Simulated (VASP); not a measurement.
# AlAs5 (P6/mmm) in VASP: further runs, part 2 of 2

VASP 6.6.1.

## Step 3: Single point, PBE

This run uses another cell than the first one, of 21.44 Å³/atom.

The input, INCAR:

```
SYSTEM = AlAs5
  PREC = Accurate
  ENCUT = 520
  EDIFF = 1E-6
  ISMEAR = 0
  SIGMA = 0.1
  LREAL = .False.
  LASPH = .True.
  NELM = 100
  ALGO = Normal
  ISIF = 2
  LWAVE = .False.
  LCHARG = .True.
  GGA = PE
  LELF = .True.
  LVHAR = .True.
  NBANDS = 23
```

The input, KPOINTS:

```
regular mesh
0
Gamma
  6 6 4
  0 0 0
```

The input, POSCAR:

```
AlAs5
1.0
    5.4208671315      0.0000000000      0.0000000000
   -2.7104335658      4.6946086464      0.0000000000
    0.0000000000      0.0000000000      5.0548874892
Al As
1 5
Direct
    0.0000000000      0.0000000000      0.0000000000
    0.3333333333      0.6666666667      0.0000000000
    0.6666666667      0.3333333333      0.0000000000
    0.5000000000      0.0000000000      0.5000000000
    0.5000000000      0.5000000000      0.5000000000
    0.0000000000      0.5000000000      0.5000000000
```

Potentials or basis: VASP PAW PBE potentials, release 64 (Al, As).

Launch:

```bash
> cat potpaw_PBE.64/Al/POTCAR potpaw_PBE.64/As/POTCAR > POTCAR
> mpirun -np 1 vasp_std > vasp.out
```

OUTCAR:

```text
SYSTEM = AlAs5
   PREC = Accurate
   ENCUT = 520
   EDIFF = 1E-6
   ISMEAR = 0
   LREAL = .False.
   LASPH = .True.
   NELM = 100
   ISIF = 2
   GGA = PE

 ion  position               nearest neighbor table
   1  0.000  0.000  0.000-   2 3.13   3 3.13   3 3.13   2 3.13   3 3.13   2 3.13
   2  0.333  0.667  0.000-   1 3.13   1 3.13   1 3.13
   3  0.667  0.333  0.000-   1 3.13   1 3.13   1 3.13
   4  0.500  0.000  0.500-   6 2.71   6 2.71   5 2.71   5 2.71
   5  0.500  0.500  0.500-   6 2.71   6 2.71   4 2.71   4 2.71
   6  0.000  0.500  0.500-   4 2.71   4 2.71   5 2.71   5 2.71

  LATTYP: Found a hexagonal cell.
 ALAT       =     5.4208671315
 C/A-ratio  =     0.9324868820

  Lattice vectors:

 A1 = (   5.4208671315,   0.0000000000,   0.0000000000)
 A2 = (  -2.7104335658,   4.6946086464,   0.0000000000)
 A3 = (   0.0000000000,   0.0000000000,   5.0548874892)

Analysis of symmetry for initial positions (statically):
=====================================================================
 Subroutine PRICEL returns:
[... 178 lines left out ...]
 cond. band min:       5.5865698889   @ k =   0.1667  -0.0000   0.0000
 fundamental gap:      0.0929770672
 Fermi energy:         5.5200385429

 k-point     1 :       0.0000    0.0000    0.0000
  band No.  band energies     occupation
      1      -9.2361      2.00000
      2      -4.9855      2.00000
      3      -4.6830      2.00000
      4      -3.8519      2.00000
      5      -3.8519      2.00000
      6      -0.9689      2.00000
[... 535 lines left out ...]
     22       8.6650      0.00000
     23      10.0312      0.00000

------------------------ aborting loop because EDIFF is reached ----------------------------------------

  FORCE on cell =-STRESS in cart. coord.  units (eV):
  Direction    XX          YY          ZZ          XY          YZ          ZX
  --------------------------------------------------------------------------------------
  -------------------------------------------------------------------------------------
  Total        0.0673901      0.0673901      0.3554252     -0.0000000      0.0000000      0.0000000
  in kB        0.8393186      0.8393186      4.4266910     -0.0000000      0.0000000      0.0000000
  external PRESSURE =       2.0351094 kB  Pullay stress =       0.0000000 kB

 VOLUME and BASIS-vectors are now :
 -----------------------------------------------------------------------------
  energy-cutoff  :      520.00
  volume of cell :      128.64
      direct lattice vectors                 reciprocal lattice vectors
     5.420867131  0.000000000  0.000000000     0.184472332  0.106505150  0.000000000
    -2.710433566  4.694608646  0.000000000     0.000000000  0.213010301  0.000000000
     0.000000000  0.000000000  5.054887489     0.000000000  0.000000000  0.197828340

 POSITION                                       TOTAL-FORCE (eV/Angst)
 -----------------------------------------------------------------------------------
      0.00000      0.00000      0.00000         0.000000      0.000000      0.000000
     -0.00000      3.12974      0.00000         0.000000      0.000000      0.000000
      2.71043      1.56487      0.00000        -0.000000      0.000000      0.000000
      2.71043      0.00000      2.52744         0.000000      0.000000      0.000000
      1.35522      2.34730      2.52744         0.000000      0.000000      0.000000
     -1.35522      2.34730      2.52744         0.000000      0.000000      0.000000
 -----------------------------------------------------------------------------------
    total drift:                               -0.000000     -0.000000     -0.000000

  FREE ENERGIE OF THE ION-ELECTRON SYSTEM (eV)
  ---------------------------------------------------
  free  energy   TOTEN  =       -24.2231886318 eV

  energy  without entropy=      -24.2153543894  energy(sigma->0) =      -24.21927151
```

stdout:

```text
POSCAR found type information on POSCAR AlAs
 POSCAR found :  2 types and       6 ions
 scaLAPACK will be used
 LDA part: xc-table for (Slater+PW92), standard interpolation
 POSCAR, INCAR and KPOINTS ok, starting setup
 FFT: planning ... GRIDC
 FFT: planning ... GRID_SOFT
 FFT: planning ... GRID
 WAVECAR not read
 entering main loop
```

Run time: 39 s. Hardware: 1 thread of Intel Xeon Platinum 8488C (Sapphire Rapids), shared host; peak memory 0.25 GiB.

Results:

```
Free energy            : -24.2232 eV
Pressure               : 0.2 GPa
Band gap on the k mesh : zero (bands 14 and 15 overlap by 1.17 eV)
```

Stress tensor (GPa, compression positive):
```
0.08 0.00 0.00
0.00 0.08 0.00
0.00 0.00 0.44
```

The gap in the log of VASP goes by the Fermi energy; the results here count the filled bands.